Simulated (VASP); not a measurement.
# BP (F-43m) in VASP: dielectric tensor with r2SCAN

Aim: the dielectric tensor of BP with r2SCAN.

Program: VASP 6.6.1. These are calculated values, not measurements. Logs are shortened: lines on timing, memory, paths and dates and some standing lists are left out, and cuts for length are marked.

## 1. The cell of the first run

The structure is cubic, space group F-43m (No. 216). Conventional cell: a = 4.537 Å, b = 4.537 Å, c = 4.537 Å, α = 90.00°, β = 90.00°, γ = 90.00°. B (site symmetry -43m) has 4 P at 1.96 Å within 2.6 Å. P (site symmetry -43m) has 4 B at 1.96 Å within 2.6 Å.

## 2. Dielectric tensor, r2SCAN

The input, INCAR:

```
PREC     = Accurate       # precision mode
ENCUT    = 520            # plane-wave cutoff, eV
EDIFF    = 1E-8           # SCF threshold, eV
ISMEAR   = 0              # smearing method
SIGMA    = 0.01           # smearing width, eV
LREAL    = F              # projectors in reciprocal space
LASPH    = T              # aspherical terms in the spheres
NELM     = 100            # most SCF steps
ALGO     = Normal         # electronic algorithm
ISIF     = 2              # what is computed and relaxed
LWAVE    = F              # write WAVECAR
LCHARG   = F              # write CHGCAR
METAGGA  = R2SCAN         # meta-GGA
LMIXTAU  = T            
LCALCEPS = T
```

The input, KPOINTS:

```
regular mesh
0
Gamma
  8 8 8
```

The input, POSCAR:

```
BP
1.0
    0.0000000000      2.2683156780      2.2683156780
    2.2683156780      0.0000000000      2.2683156780
    2.2683156780      2.2683156780      0.0000000000
B P
1 1
Direct
    0.0000000000      0.0000000000      0.0000000000
    0.2500000000      0.2500000000      0.2500000000
```

Potentials or basis: VASP PAW PBE potentials, release 64 (B, P).

Launch:

```sh
> cat potpaw_PBE.64/B/POTCAR potpaw_PBE.64/P/POTCAR > POTCAR
> mpirun -np 1 vasp_std > vasp.out
```

OUTCAR:

```text
PREC = Accurate
   ENCUT = 520
   EDIFF = 1E-8
   ISMEAR = 0
   LREAL = F
   LASPH = T
   NELM = 100
   ISIF = 2
   METAGGA = R2SCAN

 ion  position               nearest neighbor table
   1  0.000  0.000  0.000-   2 1.96   2 1.96   2 1.96   2 1.96
   2  0.250  0.250  0.250-   1 1.96   1 1.96   1 1.96   1 1.96

  LATTYP: Found a face centered cubic cell.
 ALAT       =     4.5366313560

  Lattice vectors:

 A1 = (   0.0000000000,   2.2683156780,   2.2683156780)
 A2 = (   2.2683156780,   0.0000000000,   2.2683156780)
 A3 = (   2.2683156780,   2.2683156780,   0.0000000000)

Analysis of symmetry for initial positions (statically):
=====================================================================
 Subroutine PRICEL returns:
 Original cell was already a primitive cell.

 Routine SETGRP: Setting up the symmetry group for a
 face centered cubic supercell.

 Subroutine GETGRP returns: Found 24 space group operations
 (whereof 24 operations were pure point group operations)
 out of a pool of 48 trial point group operations.

The static configuration has the point symmetry T_d .

Analysis of symmetry for dynamics (positions and initial velocities):
=====================================================================
 Subroutine PRICEL returns:
 Original cell was already a primitive cell.

 Routine SETGRP: Setting up the symmetry group for a
 face centered cubic supercell.

 Subroutine GETGRP returns: Found 24 space group operations
 (whereof 24 operations were pure point group operations)
 out of a pool of 48 trial point group operations.

The dynamic configuration has the point symmetry T_d .

 Subroutine INISYM returns: Found 24 space group operations
 (whereof 24 operations are pure point group operations),
 and found     1 'primitive' translations

----------------------------------------------------------------------------------------

                                     Primitive cell

  volume of cell :      23.3421

  direct lattice vectors                    reciprocal lattice vectors
     0.000000000  2.268315678  2.268315678    -0.220427873  0.220427873  0.220427873
     2.268315678  0.000000000  2.268315678     0.220427873 -0.220427873  0.220427873
     2.268315678  2.268315678  0.000000000     0.220427873  0.220427873 -0.220427873

  length of vectors
     3.207882796  3.207882796  3.207882796     0.381792275  0.381792275  0.381792275

  position of ions in fractional coordinates (direct lattice)
     0.000000000  0.000000000  0.000000000
     0.250000000  0.250000000  0.250000000

  ion indices of the primitive-cell ions
   primitive index   ion index
                 1           1
                 2           2

----------------------------------------------------------------------------------------

 KPOINTS: regular mesh

Automatic generation of k-mesh.
 Grid dimensions read from file:
 generate k-points for:    8    8    8

 Generating k-lattice:

  Cartesian coordinates                     Fractional coordinates (reciprocal lattice)
    -0.027553484  0.027553484  0.027553484     0.125000000  0.000000000  0.000000000
     0.027553484 -0.027553484  0.027553484     0.000000000  0.125000000  0.000000000
     0.027553484  0.027553484 -0.027553484     0.000000000  0.000000000  0.125000000

  Length of vectors
     0.047724034  0.047724034  0.047724034

  Shift w.r.t. Gamma in fractional coordinates (k-lattice)
     0.000000000  0.000000000  0.000000000

 Subroutine IBZKPT returns following result:
 ===========================================

 Found     29 irreducible k-points:

 Following reciprocal coordinates:
            Coordinates               Weight
  0.000000  0.000000  0.000000      1.000000
  0.125000  0.000000  0.000000      8.000000
  0.250000  0.000000  0.000000      8.000000
  0.375000  0.000000  0.000000      8.000000
  0.500000  0.000000  0.000000      4.000000
  0.125000  0.125000  0.000000      6.000000
[... 16 lines left out ...]
  0.500000  0.250000  0.125000     48.000000
 -0.375000  0.250000  0.125000     24.000000
 [... further k-points ...]
   k-points           NKPTS =     29   k-points in BZ     NKDIM =     29   number of bands    NBANDS=      8
   number of dos      NEDOS =    301   number of ions     NIONS =      2
   total plane-waves  NPLWV =  13824
   dimension x,y,z NGX =    24 NGY =   24 NGZ =   24
   dimension x,y,z NGXF=    48 NGYF=   48 NGZF=   48
   ions per type =               1   1
   NGX,Y,Z   is equivalent  to a cutoff of  12.44, 12.44, 12.44 a.u.
   NGXF,Y,Z  is equivalent  to a cutoff of  24.88, 24.88, 24.88 a.u.
 SYSTEM =  unknown system
   PREC   = accura    normal or accurate (medium, high low for compatibility)
   ISTART =      0    job   : 0-new  1-cont  2-samecut
   ICHARG =      2    charge: 1-file 2-atom 10-const
   ISPIN  =      1    spin polarized calculation?
   LNONCOLLINEAR =      F non collinear calculations
   LSORBIT =      F    spin-orbit coupling
   LASPH  =      T    aspherical Exc in radial PAW
   ENCUT  =  520.0 eV  38.22 Ry    6.18 a.u.   5.96  5.96  5.96*2*pi/ulx,y,z
   NELM   =    100;   NELMIN=  2; NELMDL= -5     # of ELM steps
   EDIFF  = 0.1E-07   stopping-criterion for ELM
   LREAL  =      F    real-space projection
   EDIFFG = 0.1E-06   stopping-criterion for IOM
   NSW    =      0    number of steps for IOM
   IBRION =     -1    ionic relax: 0-MD 1-quasi-New 2-CG
   NFREE  =      0    steps in history (QN), initial steepest desc. (CG)
   ISIF   =      2    stress and relaxation
   ISYM   =      2    0-nonsym 1-usesym 2-fastsym
   POTIM  = 0.5000    time-step for ionic-motion
   TEBEG  =    0.0;   TEEND  =   0.0 temperature during run
   PSTRESS=    0.0 pullay stress
   NELECT =       8.0000    total number of electrons
   NUPDOWN=      -1.0000    fix difference up-down
   EMIN   =  10.00;   EMAX   =-10.00  energy-range for DOS
   EFERMI =   0.00;   METHOD = LEGACY
   ISMEAR =     0;   SIGMA  =   0.01  broadening in eV -4-tet -1-fermi 0-gaus
   EFERMI_NEDOS =   21; number of points for ismear=-14 and -15
   IALGO  =     38    algorithm
   IMIX   =      4    mixing-type and parameters
     AMIX     =   0.40;   BMIX     =  1.00
     AMIX_MAG =   1.60;   BMIX_MAG =  1.00
  volume/ion in A,a.u.               =      11.67        78.76
  Fermi-wavevector in a.u.,A,eV,Ry     =   1.145666  2.164995 17.858333  1.312550
  Thomas-Fermi vector in A             =   2.282353
   LORBIT       =      0    0 simple, 1 ext, 2 COOP (PROOUT), +10 PAW based schemes
   METAGGA = R2SCAN    functional components
   LHFCALC =     F    Hartree Fock is set to
   AEXX    =    0.0000 exact exchange contribution
   IVDW    =     0    specifies the selected vdW correction
   LEPSILON=     F    determine dielectric tensor
   LRPA    =     F    only Hartree local field effects (RPA)
   LRPA       =     F
 non-spin polarized calculation
 Gauss-broadening in eV      SIGMA  =   0.01
  energy-cutoff  :      520.00
  volume of cell :       23.34
 maximum number of plane-waves:       638
   NGX = 11   NGY = 11   NGZ = 11

 number of electron       8.0000000 magnetization

 Free energy of the ion-electron system (eV)
  ---------------------------------------------------
  ext. energy  EPLUGINS =         0.00000000
  ---------------------------------------------------
  free energy    TOTEN  =       -17.30956968 eV

  energy without entropy =      -17.30956968  energy(sigma->0) =      -17.30956968

 E-fermi :   7.4537     XC(G=0): -11.5046

 val. band max:        7.4008727788   @ k =   0.0000   0.0000   0.0000
 cond. band min:   10000.0000000000   @ k =   0.0000   0.0000   0.0000
 fundamental gap:   9992.5991272212
 Fermi energy:         7.4537444912

 k-point     1 :       0.0000    0.0000    0.0000
  band No.  band energies     occupation
      1      -8.8673      2.00000
      2       7.4004      2.00000
      3       7.4005      2.00000
      4       7.4009      2.00000
      5   10000.0000      0.00000
      6   10000.0000      0.00000
      7   10000.0000      0.00000
      8   10000.0000      0.00000
[... 243 lines left out ...]
 k-point    24 :      -0.3750    0.2500    0.1250
  band No.  band energies     occupation
      1      -4.6692      2.00000
      2      -1.5139      2.00000
      3       2.6341      2.00000
      4       4.1178      2.00000
      5   10000.0000      0.00000
      6   10000.0000      0.00000
      7   10000.0000      0.00000
      8   10000.0000      0.00000

 [... further k-points ...]

------------------------ aborting loop because EDIFF is reached ----------------------------------------

            Ionic dipole moment: p[ion]=(     5.67079     5.67079     5.67079 ) |e| Angst

 Total electronic dipole moment: p[elc]=(     0.00115     0.00115     0.01099 ) |e| Angst

 MACROSCOPIC STATIC DIELECTRIC TENSOR (including local field effects)
 ------------------------------------------------------
           8.632895     0.000000     0.000000
           0.000000     8.632895    -0.000000
           0.000000    -0.000000     8.632895
 ------------------------------------------------------

 PIEZOELECTRIC TENSOR (including local field effects) (e Angst)
          XX          YY          ZZ          XY          YZ          ZX
  --------------------------------------------------------------------------------
  x     0.00000    -0.00000    -0.00000     0.00000     0.09509     0.00000
  y     0.00000     0.00000     0.00000     0.00000     0.00000     0.09509
  z    -0.00000    -0.00000     0.00000     0.09509    -0.00000     0.00000

 PIEZOELECTRIC TENSOR (including local field effects) (C/m^2)
          XX          YY          ZZ          XY          YZ          ZX
  --------------------------------------------------------------------------------
  x     0.00000    -0.00000    -0.00000     0.00000     0.06527     0.00000
  y     0.00000     0.00000     0.00000     0.00000     0.00000     0.06527
  z    -0.00000    -0.00000     0.00000     0.06527    -0.00000     0.00000

 BORN EFFECTIVE CHARGES (including local field effects) (in |e|, cummulative output)
 ---------------------------------------------------------------------------------
 ion    1
    1    -0.44266     0.00000    -0.00000
    2     0.00000    -0.44266     0.00000
    3    -0.00000     0.00000    -0.44266
 ion    2
    1     0.44266    -0.00000    -0.00000
    2    -0.00000     0.44266    -0.00000
    3     0.00000    -0.00000     0.44266

  FORCE on cell =-STRESS in cart. coord.  units (eV):
  Direction    XX          YY          ZZ          XY          YZ          ZX
  --------------------------------------------------------------------------------------
  -------------------------------------------------------------------------------------
  Total       -0.0730472     -0.0730472     -0.0730472      0.0000000      0.0000000      0.0000000
  in kB       -5.0138801     -5.0138801     -5.0138801      0.0000000      0.0000000      0.0000000
  external PRESSURE =      -5.0138801 kB  Pullay stress =       0.0000000 kB

 VOLUME and BASIS-vectors are now :
 -----------------------------------------------------------------------------
  energy-cutoff  :      520.00
  volume of cell :       23.34
      direct lattice vectors                 reciprocal lattice vectors
     0.000000000  2.268315678  2.268315678    -0.220427873  0.220427873  0.220427873
     2.268315678  0.000000000  2.268315678     0.220427873 -0.220427873  0.220427873
     2.268315678  2.268315678  0.000000000     0.220427873  0.220427873 -0.220427873

 POSITION                                       TOTAL-FORCE (eV/Angst)
 -----------------------------------------------------------------------------------
      0.00000      0.00000      0.00000         0.000000      0.000000      0.000000
      1.13416      1.13416      1.13416        -0.000000     -0.000000     -0.000000
 -----------------------------------------------------------------------------------
    total drift:                                0.000000      0.000000      0.000000

  FREE ENERGIE OF THE ION-ELECTRON SYSTEM (eV)
  ---------------------------------------------------
  free  energy   TOTEN  =       -17.3095696803 eV

  energy  without entropy=      -17.3095696803  energy(sigma->0) =      -17.30956968
```

Wall time 12 min (1 thread of Intel Xeon 6975P-C, shared host); peak memory 0.26 GiB.

What came out:

* Band gap on the k mesh: 1.48 eV, indirect (least direct gap 3.64 eV)
* Electronic dielectric tensor (diagonal): 8.63
* Born charges (mean of the diagonal): B -0.44; P +0.44 e

Levels at points of the mesh, in eV from the valence-band top:
| k point | band 2 | band 3 | band 4 | band 5 | band 6 | band 7 |
| --- | --- | --- | --- | --- | --- | --- |
| (0.00, 0.00, 0.00) | 0.00 | 0.00 | 0.00 | 3.64 | 3.64 | 3.64 |
| (0.50, 0.00, 0.00) | -9.51 | -1.87 | -1.87 | 4.14 | 5.03 | 5.03 |
| (0.50, 0.50, 0.00) | -9.13 | -4.35 | -4.35 | 1.54 | 1.91 | 13.07 |

Electronic dielectric tensor:
```
8.63 0.00 0.00
0.00 8.63 0.00
0.00 0.00 8.63
```

Born effective charge tensors (e):
atom 1, B
```
-0.44  0.00  0.00
 0.00 -0.44  0.00
 0.00  0.00 -0.44
```
atom 2, P
```
0.44 0.00 0.00
0.00 0.44 0.00
0.00 0.00 0.44
```

Dipole moments of the cell (e·Å, modulo the quantum): ionic 5.671, 5.671, 5.671; electronic 0.001, 0.001, 0.011

Caveat: the PAW data sets were made with another functional, which shifts forces and pressure a little.
